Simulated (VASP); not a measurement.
Write the native input for VASP 6.6.1 that does the following.

* Task: electric field gradients
* Functional: PBE
* Potentials or basis: VASP PAW PBE potentials, release 64 (Hf_pv, O)
* Cutoff: 520 eV
* k mesh: 9 × 9 × 9
* Occupations: fermi-dirac, width 0.01 eV
* Spin: no spin polarisation
* Dipole correction: no
* Further INCAR settings: ALGO = Normal; EDIFF = 1e-08; NBANDS = 18

The structure of HfO2 lies in POSCAR:

```
HfO2
1.0
    0.0000000000      2.5063500000      2.5575000000
    2.5063500000      0.0000000000      2.5575000000
    2.5063500000      2.5063500000      0.0000000000
Hf O
1 2
Direct
    0.0000000000      0.0000000000      0.0000000000
    0.2500000000      0.2500000000      0.2500000000
    0.7500000000      0.7500000000      0.7500000000
```

This cell differs from its parent crystal: equal xx and yy strain of -2 %.

The input as run:

INCAR

```
SYSTEM = HfO2
PREC = Accurate ; ENCUT = 520
EDIFF = 1E-8 ; ISMEAR = -1
SIGMA = 0.01 ; LREAL = .FALSE.
LASPH = .TRUE. ; NELM = 60
ALGO = Normal ; ISIF = 2
LWAVE = .FALSE. ; LCHARG = .FALSE.
GGA = PE ; LEFG = .TRUE.
NBANDS = 18
```

KPOINTS

```
Automatic mesh
0
G
  9 9 9
  0 0 0
```

Potentials or basis: VASP PAW PBE potentials, release 64 (Hf_pv, O).

The run is started by

```sh
$ cat potpaw_PBE.64/Hf_pv/POTCAR potpaw_PBE.64/O/POTCAR > POTCAR
$ mpirun -np 1 vasp_std > vasp.out
```

Results of the run:

The pressure is 4.0 GPa and the band gap on the k mesh is 3.76 eV, indirect (least direct gap 3.97 eV).

Caveat: the cell differs from its parent crystal (equal xx and yy strain of -2 %); without QUAD_EFG the Cq values of the log hold for a quadrupole moment of 1 mb, not for the nuclei; spin-orbit coupling is left out, which moves the levels of the heavy elements.

It took 23 s on 1 thread of Intel(R) Xeon(R) 6975P-C (Granite Rapids) (shared host), peak memory 0.18 GiB.
